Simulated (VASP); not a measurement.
Sb, 2 atoms in the cell. It takes space group R-3m (No. 166, trigonal). Conventional cell: a = 4.167 Å, b = 4.167 Å, c = 11.969 Å, α = 90.00°, β = 90.00°, γ = 120.00°. Within 3.8 Å of Sb (site symmetry 3m) lie 6 Sb at 2.89 to 3.39 Å.  This cell differs from its parent crystal: ratio of the length along z to the lengths across it x 1.1, volume and fractional coordinates fixed.

```yaml
Program: VASP 6.6.1
Task: single point
Functional: LDA
Potentials_or_basis: VASP PAW LDA potentials, release 64 (Sb_d_GW)
Cutoff: 500 eV
k_mesh: 15 × 15 × 15
Occupations: gaussian, width 0.15 eV
Spin: no spin polarisation
Dipole_correction: no
Second_run: valence_matched
Further_INCAR_settings: ALGO = Normal; EDIFF = 1e-06; NBANDS = 22
```

Potentials or basis: VASP PAW LDA potentials, release 64 (Sb_d_GW).

Command:

```bash
$ cat potpaw_LDA.64/Sb_d_GW/POTCAR > POTCAR
$ mpirun -np 1 vasp_std > vasp.out
```

Hardware: 1 thread of Intel(R) Xeon(R) Platinum 8488C (Sapphire Rapids) (shared host).

**Question.** How long does it take, and how much memory?

**Answer.** Wall time 7.9 min on 1 thread of Intel(R) Xeon(R) Platinum 8488C (Sapphire Rapids), on a shared host, peak memory 0.51 GiB. Counts: scf iterations 10, k points 344.
